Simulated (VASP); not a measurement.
Here is a VASP 6.6.1 calculation.

The input INCAR:

```
  ALGO = Normal
  EDIFF = 1E-6
  ENCUT = 520
  GGA = PS
  ISIF = 2
  ISMEAR = -1
  LASPH = T
  LCHARG = F
  LREAL = F
  LWAVE = F
  NBANDS = 12
  NELM = 60
  PREC = Accurate
  SIGMA = 0.05
```

File KPOINTS:

```
k-points
0
Gamma
  19 19 18
```

POSCAR

```
V
1.0
    2.2598157180      0.0000000000      0.0000000000
   -1.1299078590      1.9570578197      0.0000000000
    0.0000000000      0.0000000000      2.1115103316
V
1
Direct
    0.0000000000      0.0000000000      0.0000000000
```

Potentials or basis: VASP PAW PBE potentials, release 64 (V_sv).

The run is started by

```bash
$ cat potpaw_PBE.64/V_sv/POTCAR > POTCAR
$ mpirun -np 1 vasp_std > vasp.out
```

Task: Estimate the pressure.

Result: 133.3 GPa.

Stress tensor (GPa, compression positive):
```
132.65   0.00   0.00
  0.00 132.65   0.00
  0.00   0.00 134.50
```

Caveat: the PAW data sets were made with another functional, which shifts forces and pressure a little.
